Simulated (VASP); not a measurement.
# Fe2Co (Fmmm) in VASP: single point with PBE

Aim: the single point of Fe2Co with PBE.

All numbers are computed with VASP 6.6.1; they aren't measurements. Logs are shortened: lines on timing, memory, paths and dates and some standing lists are left out, and cuts for length are marked.

## 1. The cell of the first run

It takes space group Fmmm (No. 69, orthorhombic). The conventional cell has a = 2.838 Å, b = 4.040 Å, c = 12.062 Å, α = 90.00°, β = 90.00°, γ = 90.00°. Within 3.2 Å of Fe (site symmetry mm2) lie 4 Co at 2.45 to 2.84 Å and 10 Fe at 2.47 to 2.86 Å. Within 3.2 Å of Co (site symmetry mmm) lie 8 Fe at 2.45 to 2.84 Å and 6 Co at 2.47 to 2.84 Å.

## 2. Single point, PBE, collinear spin, ferromagnetic start

Input file INCAR:

```
PREC = Accurate
ENCUT = 520
EDIFF = 1E-6
ISMEAR = 0
SIGMA = 0.1
LREAL = F
LASPH = T
NELM = 150
ALGO = Normal
ISIF = 2
LWAVE = F
LCHARG = F
ISPIN = 2
MAGMOM = 2.82 2.82 2.08
LORBIT = 11
LMAXMIX = 4
GGA = PE
NBANDS = 24
```

Input file KPOINTS:

```
Automatic mesh
0
Gamma
  8 8 8
```

Input file POSCAR:

```
Fe2Co
1.0
    0.0000000000      2.0199803000      6.0310440000
    1.4192492000      0.0000000000      6.0310440000
    1.4192492000      2.0199803000      0.0000000000
Fe Co
2 1
Direct
    0.6657870000      0.6657870000      0.3342130000
    0.3342130000      0.3342130000      0.6657870000
    0.0000000000      0.0000000000      0.0000000000
```

Potentials or basis: VASP PAW PBE potentials, release 64 (Fe, Co).

Run with:

```
$ cat potpaw_PBE.64/Fe/POTCAR potpaw_PBE.64/Co/POTCAR > POTCAR
$ mpirun -np 1 vasp_std > vasp.out
```

OUTCAR:

```text
PREC = Accurate
   ENCUT = 520
   EDIFF = 1E-6
   ISMEAR = 0
   LREAL = F
   LASPH = T
   NELM = 150
   ISIF = 2
   ISPIN = 2
   LORBIT = 11
   GGA = PE

 ion  position               nearest neighbor table
   1  0.666  0.666  0.334-   3 2.45   3 2.45   2 2.48   2 2.48   3 2.84   3 2.84   2 2.86   2 2.86

   2  0.334  0.334  0.666-   3 2.45   3 2.45   1 2.48   1 2.48   3 2.84   3 2.84   1 2.86   1 2.86

   3  0.000  0.000  0.000-   1 2.45   1 2.45   2 2.45   2 2.45   2 2.84   1 2.84   1 2.84   2 2.84

  LATTYP: Found a face centered orthorhombic cell.
 ALAT       =     2.8384984000
 B/A-ratio  =     1.4232738690
 C/A-ratio  =     4.2494609121

  Lattice vectors:

 A1 = (   0.0000000000,   2.0199803000,   6.0310440000)
 A2 = (   1.4192492000,   0.0000000000,   6.0310440000)
 A3 = (   1.4192492000,   2.0199803000,   0.0000000000)

Analysis of symmetry for initial positions (statically):
=====================================================================
 Subroutine PRICEL returns:
 Original cell was already a primitive cell.

 Routine SETGRP: Setting up the symmetry group for a
 face centered orthorhombic supercell.

 Subroutine GETGRP returns: Found  8 space group operations
 (whereof  8 operations were pure point group operations)
 out of a pool of  8 trial point group operations.

The static configuration has the point symmetry D_2h.

Analysis of symmetry for dynamics (positions and initial velocities):
=====================================================================
 Subroutine PRICEL returns:
 Original cell was already a primitive cell.

 Routine SETGRP: Setting up the symmetry group for a
 face centered orthorhombic supercell.

 Subroutine GETGRP returns: Found  8 space group operations
 (whereof  8 operations were pure point group operations)
 out of a pool of  8 trial point group operations.

The dynamic configuration has the point symmetry D_2h.

Analysis of structural, dynamic, and magnetic symmetry:
=====================================================================
 Subroutine PRICEL returns:
 Original cell was already a primitive cell.

 Routine SETGRP: Setting up the symmetry group for a
 face centered orthorhombic supercell.

 Subroutine GETGRP returns: Found  8 space group operations
 (whereof  8 operations were pure point group operations)
 out of a pool of  8 trial point group operations.

The overall configuration has the point symmetry D_2h.

 Subroutine INISYM returns: Found  8 space group operations
 (whereof  8 operations are pure point group operations),
 and found     1 'primitive' translations

----------------------------------------------------------------------------------------

                                     Primitive cell

  volume of cell :      34.5803

  direct lattice vectors                    reciprocal lattice vectors
     0.000000000  2.019980300  6.031044000    -0.352298948  0.247527166  0.082904386
     1.419249200  0.000000000  6.031044000     0.352298948 -0.247527166  0.082904386
     1.419249200  2.019980300  0.000000000     0.352298948  0.247527166 -0.082904386

  length of vectors
     6.360331135  6.195785666  2.468722079     0.438471646  0.438471646  0.438471646

  position of ions in fractional coordinates (direct lattice)
     0.665787000  0.665787000  0.334213000
     0.334213000  0.334213000  0.665787000
     0.000000000  0.000000000  0.000000000

  ion indices of the primitive-cell ions
   primitive index   ion index
                 1           1
                 2           2
                 3           3

----------------------------------------------------------------------------------------

 KPOINTS: Automatic mesh

Automatic generation of k-mesh.
 Grid dimensions read from file:
 generate k-points for:    8    8    8

 Generating k-lattice:

  Cartesian coordinates                     Fractional coordinates (reciprocal lattice)
    -0.044037368  0.030940896  0.010363048     0.125000000  0.000000000  0.000000000
     0.044037368 -0.030940896  0.010363048     0.000000000  0.125000000  0.000000000
     0.044037368  0.030940896 -0.010363048     0.000000000  0.000000000  0.125000000

  Length of vectors
     0.054808956  0.054808956  0.054808956

  Shift w.r.t. Gamma in fractional coordinates (k-lattice)
     0.000000000  0.000000000  0.000000000

 Subroutine IBZKPT returns following result:
 ===========================================

 Found     95 irreducible k-points:

 Following reciprocal coordinates:
            Coordinates               Weight
  0.000000  0.000000  0.000000      1.000000
  0.125000  0.000000  0.000000      8.000000
  0.250000  0.000000  0.000000      8.000000
  0.375000  0.000000  0.000000      8.000000
  0.500000  0.000000  0.000000      4.000000
  0.125000  0.125000  0.000000      2.000000
[... 16 lines left out ...]
  0.250000  0.000000  0.125000      8.000000
  0.375000  0.000000  0.125000      8.000000
 [... further k-points ...]
   k-points           NKPTS =     95   k-points in BZ     NKDIM =     95   number of bands    NBANDS=     24
   number of dos      NEDOS =    301   number of ions     NIONS =      3
   total plane-waves  NPLWV =  41472
   dimension x,y,z NGX =    48 NGY =   48 NGZ =   18
   dimension x,y,z NGXF=    96 NGYF=   96 NGZF=   36
   ions per type =               2   1
   NGX,Y,Z   is equivalent  to a cutoff of  12.55, 12.88, 12.12 a.u.
   NGXF,Y,Z  is equivalent  to a cutoff of  25.09, 25.76, 24.24 a.u.
 SYSTEM =  unknown system
   PREC   = accura    normal or accurate (medium, high low for compatibility)
   ISTART =      0    job   : 0-new  1-cont  2-samecut
   ICHARG =      2    charge: 1-file 2-atom 10-const
   ISPIN  =      2    spin polarized calculation?
   LNONCOLLINEAR =      F non collinear calculations
   LSORBIT =      F    spin-orbit coupling
   LASPH  =      T    aspherical Exc in radial PAW
   ENCUT  =  520.0 eV  38.22 Ry    6.18 a.u.  11.83 11.52  4.59*2*pi/ulx,y,z
   NELM   =    150;   NELMIN=  2; NELMDL= -5     # of ELM steps
   EDIFF  = 0.1E-05   stopping-criterion for ELM
   LREAL  =      F    real-space projection
   EDIFFG = 0.1E-04   stopping-criterion for IOM
   NSW    =      0    number of steps for IOM
   IBRION =     -1    ionic relax: 0-MD 1-quasi-New 2-CG
   NFREE  =      0    steps in history (QN), initial steepest desc. (CG)
   ISIF   =      2    stress and relaxation
   ISYM   =      2    0-nonsym 1-usesym 2-fastsym
   POTIM  = 0.5000    time-step for ionic-motion
   TEBEG  =    0.0;   TEEND  =   0.0 temperature during run
   PSTRESS=    0.0 pullay stress
   NELECT =      25.0000    total number of electrons
   NUPDOWN=      -1.0000    fix difference up-down
   EMIN   =  10.00;   EMAX   =-10.00  energy-range for DOS
   EFERMI =   0.00;   METHOD = LEGACY
   ISMEAR =     0;   SIGMA  =   0.10  broadening in eV -4-tet -1-fermi 0-gaus
   EFERMI_NEDOS =   21; number of points for ismear=-14 and -15
   IALGO  =     38    algorithm
   IMIX   =      4    mixing-type and parameters
     AMIX     =   0.40;   BMIX     =  1.00
     AMIX_MAG =   1.60;   BMIX_MAG =  1.00
  volume/ion in A,a.u.               =      11.53        77.79
  Fermi-wavevector in a.u.,A,eV,Ry     =   1.469305  2.776585 29.373051  2.158858
  Thomas-Fermi vector in A             =   2.584699
   LORBIT       =     11    0 simple, 1 ext, 2 COOP (PROOUT), +10 PAW based schemes
   GGA     = PE    functional components
   LHFCALC =     F    Hartree Fock is set to
   AEXX    =    0.0000 exact exchange contribution
   IVDW    =     0    specifies the selected vdW correction
   LEPSILON=     F    determine dielectric tensor
   LRPA    =     F    only Hartree local field effects (RPA)
 spin polarized calculation
 Gauss-broadening in eV      SIGMA  =   0.10
  energy-cutoff  :      520.00
  volume of cell :       34.58
 maximum number of plane-waves:       950
   NGX = 23   NGY = 23   NGZ =  9

 number of electron      24.9999998 magnetization       6.8517334

 Free energy of the ion-electron system (eV)
  ---------------------------------------------------
  ext. energy  EPLUGINS =         0.00000000
  ---------------------------------------------------
  free energy    TOTEN  =       -23.58081630 eV

  energy without entropy =      -23.57221482  energy(sigma->0) =      -23.57651556

 E-fermi :   7.1677     XC(G=0): -13.0316

 val. band max:        7.1438649252   @ k =   0.2500   0.0000   0.2500
 cond. band min:       7.1719852720   @ k =   0.0000   0.5000   0.5000
 fundamental gap:      0.0281203468
 Fermi energy:         7.1676835330

 spin component 1

 k-point     1 :       0.0000    0.0000    0.0000
  band No.  band energies     occupation
      1      -1.5200      1.00000
      2       1.6619      1.00000
      3       1.7362      1.00000
      4       3.5637      1.00000
      5       3.8691      1.00000
      6       4.4099      1.00000
[... 16 lines left out ...]
     23      28.2839      0.00000
     24      28.7903      0.00000
[... 598 lines left out ...]
      2       2.4525      1.00000
      3       2.8141      1.00000
      4       3.5717      1.00000
      5       3.7043      1.00000
      6       3.7966      1.00000
[... 16 lines left out ...]
     23      22.9849      0.00000
     24      23.1284      0.00000

 [... further k-points ...]

 spin component 2

 k-point     1 :       0.0000    0.0000    0.0000
  band No.  band energies     occupation
      1      -1.3735      1.00000
      2       2.2114      1.00000
      3       2.4296      1.00000
      4       5.1679      1.00000
      5       5.8275      1.00000
      6       5.9482      1.00000
[... 16 lines left out ...]
     23      28.8677      0.00000
     24      29.5576      0.00000
[... 598 lines left out ...]
      2       3.6031      1.00000
      3       4.2614      1.00000
      4       5.2282      1.00000
      5       5.3230      1.00000
      6       5.5192      1.00000
[... 16 lines left out ...]
     23      23.4906      0.00000
     24      23.7054      0.00000

 [... further k-points ...]

------------------------ aborting loop because EDIFF is reached ----------------------------------------

  FORCE on cell =-STRESS in cart. coord.  units (eV):
  Direction    XX          YY          ZZ          XY          YZ          ZX
  --------------------------------------------------------------------------------------
  -------------------------------------------------------------------------------------
  Total       -0.1486577     -0.0337543     -0.1248012      0.0000000      0.0000000      0.0000000
  in kB       -6.8876273     -1.5639095     -5.7823052      0.0000000      0.0000000      0.0000000
  external PRESSURE =      -4.7446140 kB  Pullay stress =       0.0000000 kB

 VOLUME and BASIS-vectors are now :
 -----------------------------------------------------------------------------
  energy-cutoff  :      520.00
  volume of cell :       34.58
      direct lattice vectors                 reciprocal lattice vectors
     0.000000000  2.019980300  6.031044000    -0.352298948  0.247527166  0.082904386
     1.419249200  0.000000000  6.031044000     0.352298948 -0.247527166  0.082904386
     1.419249200  2.019980300  0.000000000     0.352298948  0.247527166 -0.082904386

 POSITION                                       TOTAL-FORCE (eV/Angst)
 -----------------------------------------------------------------------------------
      1.41925      2.01998      8.03078         0.000000      0.000000     -0.012718
      1.41925      2.01998      4.03131         0.000000      0.000000      0.012718
      0.00000      0.00000      0.00000         0.000000     -0.000000     -0.000000
 -----------------------------------------------------------------------------------
    total drift:                               -0.000000      0.000000      0.000000

  FREE ENERGIE OF THE ION-ELECTRON SYSTEM (eV)
  ---------------------------------------------------
  free  energy   TOTEN  =       -23.5808162955 eV

  energy  without entropy=      -23.5722148180  energy(sigma->0) =      -23.57651556

 total charge

# of ion       s       p       d       tot
------------------------------------------
    1        0.476   0.516   6.223   7.216
    2        0.476   0.516   6.223   7.216
    3        0.479   0.508   7.212   8.199
--------------------------------------------------
tot          1.432   1.541  19.658  22.631

 magnetization (x)

# of ion       s       p       d       tot
------------------------------------------
    1       -0.008  -0.049   2.593   2.535
    2       -0.008  -0.049   2.593   2.535
    3       -0.015  -0.057   1.875   1.803
--------------------------------------------------
tot         -0.031  -0.156   7.061   6.873
```

It took 2.1 min on 1 thread of Intel Xeon 6975P-C (Granite Rapids), shared host; peak memory 0.31 GiB.

Results:

```
Free energy                                           : -23.5808 eV
Pressure                                              : -0.5 GPa
Largest force                                         : 0.013 eV/Å
Net moment                                            : 6.85 μB per cell
Site moments                                          : Fe +2.54; Co +1.80 μB
Valence electrons inside the program's atomic spheres : Fe 7.22; Co 8.20
```

Forces on the atoms (eV/Å):
```
Fe   0.000  0.000 -0.013
Fe   0.000  0.000  0.013
Co   0.000  0.000  0.000
```

Stress tensor (GPa, compression positive):
```
-0.69  0.00  0.00
 0.00 -0.16  0.00
 0.00  0.00 -0.58
```
